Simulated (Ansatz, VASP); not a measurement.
**Two plane-wave programs on Cu**

```
Cu
1.0
     1.44279   -1.44279   -1.37608
     1.44279    1.44279   -1.37608
     2.88559    0.00000    2.75216
Cu
2
Direct
  0.05642 0.05642 0.00012
  0.44358 0.44358 0.49988
```

Change from the starting cell: mode 4 (44.7 1/cm) frozen in, largest displacement +0.225 Å.

Alike in both runs: task single point; functional r2SCAN; k mesh 20 × 20 × 12; occupations gaussian, width 0.15 eV; no spin polarisation.

|  | VASP | Ansatz |
| --- | --- | --- |
| version | VASP 6.6.1 | Ansatz 0.2.0 |
| potentials or method | VASP PAW PBE potentials, release 64 (Cu), cutoff 520 eV | scalar-relativistic, plane waves, PAW |
| valence electrons in the cell | 22 | 38 |

Ansatz gave:

```
gap on the k mesh at the Fermi level (eV)                     : none
pressure (GPa)                                                : 1.6
traceless stress, the component that is largest in VASP (GPa) : -3.93
rms of the force components (eV/Å)                            : 0.141
```

Question: What did VASP give for the same quantities?

Answer: gap on the k mesh at the Fermi level (eV): none; pressure (GPa): 2.4; traceless stress, the component that is largest in VASP (GPa): -3.86; rms of the force components (eV/Å): 0.142.

VASP's potentials were made for PBE, not for r2SCAN. Atom by atom the forces differ by 0.001 eV/Å (rms over components). A gap of «none» marks a metal or a gap that the smearing closes. The functional is the same, so the differences come from potentials, cutoffs and numerics. VASP's potentials hold 22 valence electrons a cell and Ansatz's 38, so a difference there can come from the potentials and not from the codes.
